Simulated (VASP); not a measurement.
Here is a VASP 6.6.1 calculation.

The input POSCAR:

```
PbS
1.0
    3.6536590000      0.0000000000      0.0000000000
    0.0000000000      3.6536590000      0.0000000000
    0.0000000000      0.0000000000      3.6536590000
Pb S
1 1
Direct
    0.0000000000      0.0000000000      0.0000000000
    0.5000000000      0.5000000000      0.5000000000
```

File INCAR.step1:

```
SYSTEM = PbS
ALGO = Normal
EDIFF = 1E-4
ENCUT = 520
GGA = PE
ISMEAR = -1
LASPH = .TRUE.
LCHARG = .FALSE.
LREAL = .FALSE.
LWAVE = .TRUE.
NBANDS = 17
NELM = 80
PREC = Accurate
SIGMA = 0.05
```

Contents of INCAR.step2:

```
SYSTEM = PbS
ALGO = Normal
EDIFF = 1E-6
ENCUT = 520
ISIF = 2
ISMEAR = -1
ISTART = 1
LASPH = .TRUE.
LCHARG = .TRUE.
LELF = .TRUE.
LMIXTAU = .TRUE.
LREAL = .FALSE.
LVHAR = .TRUE.
LWAVE = .FALSE.
METAGGA = R2SCAN
NBANDS = 17
NELM = 80
PREC = Accurate
SIGMA = 0.05
```

File KPOINTS:

```
k-points
0
G
  7 7 7
  0 0 0
```

Potentials or basis: VASP PAW PBE potentials, release 64 (Pb_d, S).

Run with:

```bash
$ cat potpaw_PBE.64/Pb_d/POTCAR potpaw_PBE.64/S/POTCAR > POTCAR
$ cp INCAR.step1 INCAR
$ mpirun -np 1 vasp_std > vasp.out
$ cp INCAR.step2 INCAR
$ mpirun -np 1 vasp_std > vasp.out
```

Q: Estimate the pressure.

A: -0.7 GPa.

Q: What does it give for the band gap on the k mesh?

A: 0.33 eV, indirect (least direct gap 1.66 eV).

Caveat: the PAW data sets were made with another functional, which shifts forces and pressure a little; spin-orbit coupling is left out, which moves the levels of the heavy elements. A k mesh can miss the band edges.
